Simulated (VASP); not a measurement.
A run of VASP 6.6.1 is set up as follows.

INCAR

```
PREC = Accurate
ENCUT = 520
EDIFF = 1E-6
ISMEAR = 0
SIGMA = 0.02
LREAL = False
LASPH = True
NELM = 60
ALGO = Normal
ISIF = 2
LWAVE = False
LCHARG = False
GGA = PE
NBANDS = 26
```

The input KPOINTS:

```
regular mesh
0
Gamma
  8 8 6
```

Contents of POSCAR:

```
AgCl
1.0
    3.9160015452      0.0000000000      0.0019241707
    0.0000000000      4.0676561786      0.0000000000
   -0.5449033524      0.0000000000      5.6185184901
Ag Cl
2 2
Direct
    0.1872360745      0.2500000000      0.2242489221
    0.8127639255      0.7500000000      0.7757510779
    0.7341779873      0.7500000000      0.2968266689
    0.2658220127      0.2500000000      0.7031733311
```

Potentials or basis: VASP PAW PBE potentials, release 64 (Ag, Cl).

Run with:

```console
$ cat potpaw_PBE.64/Ag/POTCAR potpaw_PBE.64/Cl/POTCAR > POTCAR
$ mpirun -np 1 vasp_std > vasp.out
```

Q: Estimate the pressure.

A: -0.7 GPa.

Q: Estimate the largest force.

A: 0.720 eV/Å.

Stress tensor (GPa, compression positive):
```
-0.56  0.00  0.45
 0.00 -0.86  0.00
 0.45  0.00 -0.70
```

Caveat: the cell differs from its parent crystal (strained).
